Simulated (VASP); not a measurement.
Crystal: GaN.

```
Ga N
1.0
     2.69555    0.00000    0.00000
     0.00000    2.69555    0.00000
     0.00000    0.00000    2.69555
Ga N
1 1
Direct
  0.00000 0.00000 0.00000
  0.50000 0.50000 0.50000
```

Base run:

| Property | Result |
| --- | --- |
| Program | VASP 6.6.1 |
| Functional | r2SCAN |
| Potentials or basis | VASP PAW PBE potentials, release 64 (Ga_d, N) |
| Cutoff | 520 eV |
| k mesh | 10 × 10 × 10 |
| Occupations | fermi-dirac, width 0.02 eV |
| Spin | no spin polarisation |

Its results: band gap on the k mesh zero (bands 9 and 10 overlap by 1.67 eV); pressure 0.7 GPa.

Problem. The run is repeated on the same cell with these changes: functional from r2SCAN to PBE. What comes out?

Solution. Band gap on the k mesh zero (bands 9 and 10 overlap by 1.71 eV); pressure 9.1 GPa.

Caveats: the structure was generated, so it needn't be the stable form of GaN; the PAW data sets were made with another functional, which shifts forces and pressure a little (at least some runs); the cell stands under pressure (at least some runs).
